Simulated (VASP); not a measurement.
# Nb in VASP: a series of runs, part 2 of 2

VASP 6.6.1. The steps go on from the part before.

**5. Single point, LDA**

The input, INCAR:

```
ALGO = Normal ; EDIFF = 1E-6
ENCUT = 520 ; GGA = CA
ISIF = 2 ; ISMEAR = -1
LASPH = T ; LCHARG = F
LREAL = F ; LWAVE = F
NBANDS = 40 ; NELM = 80
PREC = Accurate ; SIGMA = 0.1
```

The input, KPOINTS:

```
k-points
0
Gamma
  8 8 1
```

The input, POSCAR:

```
Nb
1.0
    4.5946883331      0.0000000000      0.0000000000
   -2.2973441665      3.9791168189      0.0000000000
    0.0000000000      0.0000000000     19.7515000000
Nb
5
Direct
    0.8333333333      0.1666666667      0.4170253679
    0.1666666667      0.8333333333      0.4565698658
    0.5000000000      0.5000000000      0.4999999902
    0.8333333333      0.1666666667      0.5434301367
    0.1666666667      0.8333333333      0.5829746395
```

Potentials or basis: VASP PAW LDA potentials, release 64 (Nb_sv).

Started as:

```sh
> cat potpaw_LDA.64/Nb_sv/POTCAR > POTCAR
> mpirun -np 1 vasp_std > vasp.out
```

OUTCAR:

```text
EDIFF = 1E-6
   ENCUT = 520
   GGA = CA
   ISIF = 2
   ISMEAR = -1
   LASPH = T
   LREAL = F
   NELM = 80
   PREC = Accurate

 ion  position               nearest neighbor table
   1  0.833  0.167  0.417-   4 2.50   2 2.77   2 2.77   2 2.77
   2  0.167  0.833  0.457-   5 2.50   1 2.77   1 2.77   1 2.77   3 2.79   3 2.79   3 2.79
   3  0.500  0.500  0.500-   2 2.79   2 2.79   2 2.79   4 2.79   4 2.79   4 2.79
   4  0.833  0.167  0.543-   1 2.50   5 2.77   5 2.77   5 2.77   3 2.79   3 2.79   3 2.79
   5  0.167  0.833  0.583-   2 2.50   4 2.77   4 2.77   4 2.77

  LATTYP: Found a hexagonal cell.
 ALAT       =     4.5946883331
 C/A-ratio  =     4.2987681793

  Lattice vectors:

 A1 = (   4.5946883331,   0.0000000000,   0.0000000000)
 A2 = (  -2.2973441665,   3.9791168189,   0.0000000000)
 A3 = (   0.0000000000,   0.0000000000,  19.7515000000)

Analysis of symmetry for initial positions (statically):
=====================================================================
 Subroutine PRICEL returns:
 Original cell was already a primitive cell.

 Routine SETGRP: Setting up the symmetry group for a
 hexagonal supercell.

 Subroutine GETGRP returns: Found 12 space group operations
 (whereof  4 operations were pure point group operations)
 out of a pool of 24 trial point group operations.

The static configuration has the point symmetry C_2h.
 The point group associated with its full space group is D_3d.

Analysis of symmetry for dynamics (positions and initial velocities):
=====================================================================
 Subroutine PRICEL returns:
 Original cell was already a primitive cell.

 Routine SETGRP: Setting up the symmetry group for a
 hexagonal supercell.

 Subroutine GETGRP returns: Found 12 space group operations
 (whereof  4 operations were pure point group operations)
 out of a pool of 24 trial point group operations.

The dynamic configuration has the point symmetry C_2h.
 The point group associated with its full space group is D_3d.

 Subroutine INISYM returns: Found 12 space group operations
 (whereof  4 operations are pure point group operations),
 and found     1 'primitive' translations

----------------------------------------------------------------------------------------

                                     Primitive cell

  volume of cell :     361.1128

  direct lattice vectors                    reciprocal lattice vectors
     4.594688333  0.000000000  0.000000000     0.217642618  0.125656024  0.000000000
    -2.297344166  3.979116819  0.000000000     0.000000000  0.251312049  0.000000000
     0.000000000  0.000000000 19.751500000     0.000000000  0.000000000  0.050629066

  length of vectors
     4.594688333  4.594688333 19.751500000     0.251312049  0.251312049  0.050629066

  position of ions in fractional coordinates (direct lattice)
     0.833333333  0.166666667  0.417025368
     0.166666667  0.833333333  0.456569866
     0.500000000  0.500000000  0.499999990
     0.833333333  0.166666667  0.543430137
     0.166666667  0.833333333  0.582974640
[... 29 lines left out ...]

 Subroutine IBZKPT returns following result:
 ===========================================

 Found     10 irreducible k-points:

 Following reciprocal coordinates:
            Coordinates               Weight
  0.000000  0.000000  0.000000      1.000000
  0.125000 -0.000000  0.000000      6.000000
  0.250000 -0.000000  0.000000      6.000000
  0.375000  0.000000  0.000000      6.000000
  0.500000 -0.000000  0.000000      3.000000
  0.125000  0.125000  0.000000      6.000000
  0.250000  0.125000  0.000000     12.000000
  0.375000  0.125000  0.000000     12.000000
  0.250000  0.250000  0.000000      6.000000
  0.375000  0.250000  0.000000      6.000000
   k-points           NKPTS =     10   k-points in BZ     NKDIM =     10   number of bands    NBANDS=     40
   number of dos      NEDOS =    301   number of ions     NIONS =      5
   total plane-waves  NPLWV = 194400
   dimension x,y,z NGX =    36 NGY =   36 NGZ =  150
   dimension x,y,z NGXF=    72 NGYF=   72 NGZF=  300
   ions per type =               5
   NGX,Y,Z   is equivalent  to a cutoff of  13.03, 13.03, 12.63 a.u.
   NGXF,Y,Z  is equivalent  to a cutoff of  26.05, 26.05, 25.25 a.u.
 SYSTEM =  unknown system
   PREC   = accura    normal or accurate (medium, high low for compatibility)
   ISTART =      0    job   : 0-new  1-cont  2-samecut
   ICHARG =      2    charge: 1-file 2-atom 10-const
   ISPIN  =      1    spin polarized calculation?
   LNONCOLLINEAR =      F non collinear calculations
   LSORBIT =      F    spin-orbit coupling
   LASPH  =      T    aspherical Exc in radial PAW
   ENCUT  =  520.0 eV  38.22 Ry    6.18 a.u.   8.54  8.54 36.72*2*pi/ulx,y,z
   NELM   =     80;   NELMIN=  2; NELMDL= -5     # of ELM steps
   EDIFF  = 0.1E-05   stopping-criterion for ELM
   LREAL  =      F    real-space projection
   EDIFFG = 0.1E-04   stopping-criterion for IOM
   NSW    =      0    number of steps for IOM
   IBRION =     -1    ionic relax: 0-MD 1-quasi-New 2-CG
   NFREE  =      0    steps in history (QN), initial steepest desc. (CG)
   ISIF   =      2    stress and relaxation
   ISYM   =      2    0-nonsym 1-usesym 2-fastsym
   POTIM  = 0.5000    time-step for ionic-motion
   TEBEG  =    0.0;   TEEND  =   0.0 temperature during run
   PSTRESS=    0.0 pullay stress
   NELECT =      65.0000    total number of electrons
   NUPDOWN=      -1.0000    fix difference up-down
   EMIN   =  10.00;   EMAX   =-10.00  energy-range for DOS
   EFERMI =   0.00;   METHOD = LEGACY
   ISMEAR =    -1;   SIGMA  =   0.10  broadening in eV -4-tet -1-fermi 0-gaus
   EFERMI_NEDOS =   21; number of points for ismear=-14 and -15
   IALGO  =     38    algorithm
   IMIX   =      4    mixing-type and parameters
     AMIX     =   0.40;   BMIX     =  1.00
     AMIX_MAG =   1.60;   BMIX_MAG =  1.00
  volume/ion in A,a.u.               =      72.22       487.38
  Fermi-wavevector in a.u.,A,eV,Ry     =   0.924340  1.746749 11.624874  0.854404
  Thomas-Fermi vector in A             =   2.050075
   LORBIT       =      0    0 simple, 1 ext, 2 COOP (PROOUT), +10 PAW based schemes
   GGA     = CA    functional components
   LHFCALC =     F    Hartree Fock is set to
   AEXX    =    0.0000 exact exchange contribution
   IVDW    =     0    specifies the selected vdW correction
   LEPSILON=     F    determine dielectric tensor
   LRPA    =     F    only Hartree local field effects (RPA)
 non-spin polarized calculation
  energy-cutoff  :      520.00
  volume of cell :      361.11
 maximum number of plane-waves:      9775
 NGX is ok and might be reduce to    36
   NGX = 17   NGY = 17   NGZ = 73

 number of electron      65.0000011 magnetization

 Free energy of the ion-electron system (eV)
  ---------------------------------------------------
  ext. energy  EPLUGINS =         0.00000000
  ---------------------------------------------------
  free energy    TOTEN  =       -50.08681607 eV

  energy without entropy =      -49.92759561  energy(sigma->0) =      -50.00720584

 E-fermi :  -0.1202     XC(G=0):  -4.2245

 val. band max:       -0.1619248690   @ k =   0.3750   0.2500   0.0000
 cond. band min:      -0.1026476081   @ k =   0.2500   0.2500   0.0000
 fundamental gap:      0.0592772609
 Fermi energy:        -0.1202135028

 k-point     1 :       0.0000    0.0000    0.0000
  band No.  band energies     occupation
      1     -54.4584      2.00000
      2     -54.3085      2.00000
      3     -54.2540      2.00000
      4     -53.7847      2.00000
      5     -53.7180      2.00000
      6     -31.1488      2.00000
[... 419 lines left out ...]
     39       1.6931      0.00000
     40       1.9620      0.00000

------------------------ aborting loop because EDIFF is reached ----------------------------------------

  FORCE on cell =-STRESS in cart. coord.  units (eV):
  Direction    XX          YY          ZZ          XY          YZ          ZX
  --------------------------------------------------------------------------------------
  -------------------------------------------------------------------------------------
  Total       -4.3631651     -4.3631651     -0.0116103     -0.0000000      0.0000000      0.0000000
  in kB      -19.3583974    -19.3583974     -0.0515122     -0.0000000      0.0000000      0.0000000
  external PRESSURE =     -12.9227690 kB  Pullay stress =       0.0000000 kB

 VOLUME and BASIS-vectors are now :
 -----------------------------------------------------------------------------
  energy-cutoff  :      520.00
  volume of cell :      361.11
      direct lattice vectors                 reciprocal lattice vectors
     4.594688333  0.000000000  0.000000000     0.217642618  0.125656024  0.000000000
    -2.297344166  3.979116819  0.000000000     0.000000000  0.251312049  0.000000000
     0.000000000  0.000000000 19.751500000     0.000000000  0.000000000  0.050629066

 POSITION                                       TOTAL-FORCE (eV/Angst)
 -----------------------------------------------------------------------------------
      3.44602      0.66319      8.23688        -0.000000     -0.000000     -0.013902
     -1.14867      3.31593      9.01794         0.000000     -0.000000     -0.009320
      1.14867      1.98956      9.87575         0.000000     -0.000000      0.000000
      3.44602      0.66319     10.73356        -0.000000      0.000000      0.009320
     -1.14867      3.31593     11.51462        -0.000000      0.000000      0.013902
 -----------------------------------------------------------------------------------
    total drift:                                0.000002     -0.000001      0.000825

  FREE ENERGIE OF THE ION-ELECTRON SYSTEM (eV)
  ---------------------------------------------------
  free  energy   TOTEN  =       -50.0868160692 eV

  energy  without entropy=      -49.9275956114  energy(sigma->0) =      -50.00720584
```

stdout:

```text
POSCAR found type information on POSCAR Nb
 POSCAR found :  1 types and       5 ions
 scaLAPACK will be used
 LDA part: xc-table for (Slater(with rela. corr.)+CA(PZ))
 , standard interpolation
 POSCAR, INCAR and KPOINTS ok, starting setup
 FFT: planning ... GRIDC
 FFT: planning ... GRID_SOFT
 FFT: planning ... GRID
 WAVECAR not read
 entering main loop
```

Wall time 3.4 min (1 thread of Intel Xeon Platinum 8488C (Sapphire Rapids), shared host); peak memory 0.38 GiB.

Results:

| Quantity | Value |
| --- | --- |
| Free energy | -50.0868 eV |
| Largest force | 0.014 eV/Å |

Forces in eV/Å, atoms in the order of the input:
```
Nb   0.000  0.000 -0.014
Nb   0.000  0.000 -0.009
Nb   0.000  0.000  0.000
Nb   0.000  0.000  0.009
Nb   0.000  0.000  0.014
```

**6. Single point, LDA**

This run uses another cell than the first one, of 59.52 Å³/atom, 0.824 times its volume.

The input, INCAR:

```
  ALGO = Normal
  DIPOL = 0.5 0.5 0.500
  EDIFF = 1E-7
  ENCUT = 520
  GGA = CA
  IDIPOL = 3
  ISIF = 2
  ISMEAR = -1
  LASPH = True
  LCHARG = False
  LDIPOL = True
  LREAL = False
  LWAVE = False
  NBANDS = 40
  NELM = 80
  PREC = Accurate
  SIGMA = 0.1
```

KPOINTS is that of step 5.

The input, POSCAR:

```
Nb
1.0
    4.5946883331      0.0000000000      0.0000000000
   -2.2973441665      3.9791168189      0.0000000000
    0.0000000000      0.0000000000     16.2777000000
Nb
5
Direct
    0.8333333333      0.1666666667      0.3993178693
    0.1666666667      0.8333333333      0.4473015002
    0.5000000000      0.5000000000      0.4999999836
    0.8333333333      0.1666666667      0.5526984937
    0.1666666667      0.8333333333      0.6006821307
```

Potentials or basis: VASP PAW LDA potentials, release 64 (Nb_sv).

Started as:

```sh
> cat potpaw_LDA.64/Nb_sv/POTCAR > POTCAR
> mpirun -np 1 vasp_std > vasp.out
```

OUTCAR:

```text
EDIFF = 1E-7
   ENCUT = 520
   GGA = CA
   ISIF = 2
   ISMEAR = -1
   LASPH = True
   LREAL = False
   NELM = 80
   PREC = Accurate

 ion  position               nearest neighbor table
   1  0.833  0.167  0.399-   4 2.50   2 2.77   2 2.77   2 2.77
   2  0.167  0.833  0.447-   5 2.50   1 2.77   1 2.77   1 2.77   3 2.79   3 2.79   3 2.79
   3  0.500  0.500  0.500-   2 2.79   2 2.79   2 2.79   4 2.79   4 2.79   4 2.79
   4  0.833  0.167  0.553-   1 2.50   5 2.77   5 2.77   5 2.77   3 2.79   3 2.79   3 2.79
   5  0.167  0.833  0.601-   2 2.50   4 2.77   4 2.77   4 2.77

  LATTYP: Found a hexagonal cell.
 ALAT       =     4.5946883331
 C/A-ratio  =     3.5427212511

  Lattice vectors:

 A1 = (   4.5946883331,   0.0000000000,   0.0000000000)
 A2 = (  -2.2973441665,   3.9791168189,   0.0000000000)
 A3 = (   0.0000000000,   0.0000000000,  16.2777000000)

Analysis of symmetry for initial positions (statically):
=====================================================================
 Subroutine PRICEL returns:
 Original cell was already a primitive cell.

 Routine SETGRP: Setting up the symmetry group for a
 hexagonal supercell.

 Subroutine GETGRP returns: Found 12 space group operations
 (whereof  4 operations were pure point group operations)
 out of a pool of 24 trial point group operations.

The static configuration has the point symmetry C_2h.
 The point group associated with its full space group is D_3d.

Analysis of symmetry for dynamics (positions and initial velocities):
=====================================================================
 Subroutine PRICEL returns:
 Original cell was already a primitive cell.

 Routine SETGRP: Setting up the symmetry group for a
 hexagonal supercell.

 Subroutine GETGRP returns: Found 12 space group operations
 (whereof  4 operations were pure point group operations)
 out of a pool of 24 trial point group operations.

The dynamic configuration has the point symmetry C_2h.
 The point group associated with its full space group is D_3d.

[... 114 lines left out ...]
   GGA     = CA    functional components
   LHFCALC =     F    Hartree Fock is set to
   AEXX    =    0.0000 exact exchange contribution
   IVDW    =     0    specifies the selected vdW correction
   LEPSILON=     F    determine dielectric tensor
   LRPA    =     F    only Hartree local field effects (RPA)
 non-spin polarized calculation
  energy-cutoff  :      520.00
  volume of cell :      297.60
 maximum number of plane-waves:      8059
 NGX is ok and might be reduce to    36
   NGX = 17   NGY = 17   NGZ = 61

 number of electron      65.0000004 magnetization

 dipolmoment           0.000000      0.000000      0.000004 electrons x Angstroem

 Free energy of the ion-electron system (eV)
  ---------------------------------------------------
  ext. energy  EPLUGINS =         0.00000000
  ---------------------------------------------------
  free energy    TOTEN  =       -50.08568395 eV

  energy without entropy =      -49.92646780  energy(sigma->0) =      -50.00607588

 E-fermi :   0.7028     XC(G=0):  -5.1097

 val. band max:        0.6611082954   @ k =   0.3750   0.2500   0.0000
 cond. band min:       0.7203778865   @ k =   0.2500   0.2500   0.0000
 fundamental gap:      0.0592695910
 Fermi energy:         0.7028105468

 k-point     1 :       0.0000    0.0000    0.0000
  band No.  band energies     occupation
      1     -53.6354      2.00000
      2     -53.4855      2.00000
      3     -53.4310      2.00000
      4     -52.9616      2.00000
      5     -52.8949      2.00000
      6     -30.3258      2.00000
[... 419 lines left out ...]
     39       2.5163      0.00000
     40       2.7840      0.00000

------------------------ aborting loop because EDIFF is reached ----------------------------------------

 vacuum level on the upper side and lower side of the slab       (xc-potential included)        -0.212        -0.212

  FORCE on cell =-STRESS in cart. coord.  units (eV):
  Direction    XX          YY          ZZ          XY          YZ          ZX
  --------------------------------------------------------------------------------------
  -------------------------------------------------------------------------------------
  Total       -4.3586164     -4.3586164     -0.0114148     -0.0000000      0.0000000      0.0000000
  in kB      -23.4651561    -23.4651561     -0.0614529     -0.0000000      0.0000000      0.0000000
  external PRESSURE =     -15.6639217 kB  Pullay stress =       0.0000000 kB

 VOLUME and BASIS-vectors are now :
 -----------------------------------------------------------------------------
  energy-cutoff  :      520.00
  volume of cell :      297.60
      direct lattice vectors                 reciprocal lattice vectors
     4.594688333  0.000000000  0.000000000     0.217642618  0.125656024  0.000000000
    -2.297344166  3.979116819  0.000000000     0.000000000  0.251312049  0.000000000
     0.000000000  0.000000000 16.277700000     0.000000000  0.000000000  0.061433741

 POSITION                                       TOTAL-FORCE (eV/Angst)
 -----------------------------------------------------------------------------------
      3.44602      0.66319      6.49998        -0.000000      0.000000     -0.013579
     -1.14867      3.31593      7.28104        -0.000000     -0.000000     -0.009348
      1.14867      1.98956      8.13885         0.000000     -0.000000      0.000000
      3.44602      0.66319      8.99666        -0.000000     -0.000000      0.009348
     -1.14867      3.31593      9.77772         0.000000      0.000000      0.013579
 -----------------------------------------------------------------------------------
    total drift:                                0.000000     -0.000000      0.001331

  FREE ENERGIE OF THE ION-ELECTRON SYSTEM (eV)
  ---------------------------------------------------
  free  energy   TOTEN  =       -50.0856839476 eV

  energy  without entropy=      -49.9264678043  energy(sigma->0) =      -50.00607588

 vacuum level on the upper side and lower side of the slab         4.473         4.473
```

stdout:

```text
POSCAR found type information on POSCAR Nb
 POSCAR found :  1 types and       5 ions
 scaLAPACK will be used
 LDA part: xc-table for (Slater(with rela. corr.)+CA(PZ))
 , standard interpolation
 POSCAR, INCAR and KPOINTS ok, starting setup
 FFT: planning ... GRIDC
 FFT: planning ... GRID_SOFT
 FFT: planning ... GRID
 WAVECAR not read
 entering main loop
```

Run time: 4.1 min. Hardware: 1 thread of AMD EPYC 9R14 (Zen 4), shared host; peak memory 0.31 GiB.

What came out:

```yaml
Free_energy: -50.0857 eV
Largest_force: 0.014 eV/Å
```

Forces on the atoms (eV/Å):
```
Nb   0.000  0.000 -0.014
Nb   0.000  0.000 -0.009
Nb   0.000  0.000  0.000
Nb   0.000  0.000  0.009
Nb   0.000  0.000  0.014
```

**7. Overview**

| cell | dipole correction | gap on the mesh (eV) | largest force (eV/Å) |
| --- | --- | --- | --- |
| a = 4.595, b = 4.595, c = 19.752 Å, angles 90.0, 90.0, 120.0°, 5 atoms | yes | none | 0.01 |
| a = 4.595, b = 4.595, c = 19.752 Å, angles 90.0, 90.0, 120.0°, 5 atoms | no | none | 0.01 |
| a = 4.595, b = 4.595, c = 16.278 Å, angles 90.0, 90.0, 120.0°, 5 atoms | yes | none | 0.01 |

Alike in all rows: task single point; level LDA; potentials or basis VASP PAW LDA potentials, release 64 (Nb_sv); no spin polarisation; k mesh 8 × 8 × 1; cutoff (eV) 520; smearing fermi-dirac 0.1 eV.

Absolute energies hang on the potentials; compare differences alone.
